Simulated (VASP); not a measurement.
A run of VASP 6.6.1:

The input INCAR:

```
SYSTEM = Pt4W3
  ALGO = Normal
  EDIFF = 1E-7
  ENCUT = 520
  GGA = PE
  ISIF = 2
  ISMEAR = -1
  LASPH = .True.
  LCHARG = .False.
  LREAL = .False.
  LWAVE = .False.
  NBANDS = 50
  NELM = 80
  PREC = Accurate
  SIGMA = 0.1
```

The input KPOINTS:

```
k-points
0
Gamma
  4 4 4
  0 0 0
```

File POSCAR:

```
Pt4W3
1.0
    4.5827200000      0.0000000000      0.0000000000
    0.0000000000      4.5827200000      0.0000000000
    0.0000000000      0.0000000000      4.5827200000
Pt W
4 3
Direct
    0.5000000000      0.5000000000      0.5000000000
    0.5000000000      0.0000000000      0.0000000000
    0.0000000000      0.5000000000      0.0000000000
    0.0000000000      0.0000000000      0.5000000000
    0.5000000000      0.5000000000      0.0000000000
    0.0000000000      0.5000000000      0.5000000000
    0.5000000000      0.0000000000      0.5000000000
```

Potentials or basis: VASP PAW PBE potentials, release 64 (Pt, W_sv).

Run with:

```sh
$ cat potpaw_PBE.64/Pt/POTCAR potpaw_PBE.64/W_sv/POTCAR > POTCAR
$ mpirun -np 1 vasp_std > vasp.out
```

Hardware: 1 thread of AMD EPYC 9R45 (Zen 5) (shared host).

Question: How long does it take, and how much memory?

Answer: Wall time 32 s on 1 thread of AMD EPYC 9R45 (Zen 5), with other jobs on the host, peak memory 0.18 GiB. Counts: scf iterations 15, k points 10.
